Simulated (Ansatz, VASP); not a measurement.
Si2Mo in VASP and in Ansatz

Contents of INCAR:

```
  PREC = Accurate
  ENCUT = 520
  EDIFF = 1E-6
  ISMEAR = 0
  SIGMA = 0.15
  LREAL = False
  LASPH = True
  NELM = 80
  ALGO = Normal
  ISIF = 2
  LWAVE = False
  LCHARG = False
  GGA = PS
  NBANDS = 18
```

Contents of KPOINTS:

```
Automatic mesh
0
Gamma
  14 14 14
```

File POSCAR:

```
Si2Mo
1.0
   -1.5950350863      1.5950350863      3.9106920024
    1.5950350863     -1.5950350863      3.9106920024
    1.5950350863      1.5950350863     -3.9106920024
Si Mo
2 1
Direct
    0.3331218808      0.3129316905     -0.0348022193
    0.6659092273      0.6760043225      0.0174011096
    0.0009688919      0.0110639871      0.0174011096
```

Input for Ansatz:

```yaml
crystal:
  lattice:
    - [-1.5950350863, 1.5950350863, 3.9106920024]
    - [1.5950350863, -1.5950350863, 3.9106920024]
    - [1.5950350863, 1.5950350863, -3.9106920024]
  atoms:
    - { symbol: Si, position: [0.3331218808, 0.3129316905, -0.0348022193] }
    - { symbol: Si, position: [0.6659092273, 0.6760043225, 0.0174011096] }
    - { symbol: Mo, position: [0.0009688919, 0.0110639871, 0.0174011096] }
basis:
  ecutwfc: 420
kpoints:
  mp_grid: { grid: [14, 14, 14] }
hamiltonian:
  xc: pbesol
scf:
  occupations: { method: gaussian, width: 0.15 }
output:
  forces: true
  stress: true
  eigenvalues: true
```

Change from the starting cell: atom 1 moved 0.15 Å.

Alike in both runs: task single point; functional PBEsol; k mesh 14 × 14 × 14; occupations gaussian, width 0.15 eV; no spin polarisation.

|  | VASP | Ansatz |
| --- | --- | --- |
| version | VASP 6.6.1 | Ansatz 0.2.0 |
| potentials or method | VASP PAW PBE potentials, release 64 (Si, Mo_sv), cutoff 520 eV | scalar-relativistic, plane waves, PAW |
| valence electrons in the cell | 22 | 22 |

```csv
,VASP,Ansatz,Ansatz less VASP
gap on the k mesh at the Fermi level (eV),none,none,-
pressure (GPa),2.3,1.9,-0.40
"traceless stress, the component that is largest in VASP (GPa)",-1.58,-1.56,+0.023
rms of the force components (eV/Å),0.630,0.624,-0.0057
```

VASP's potentials were made for PBE, not for PBEsol. Atom by atom the forces differ by 0.006 eV/Å (rms over components). A gap of «none» marks a metal or a gap that the smearing closes.
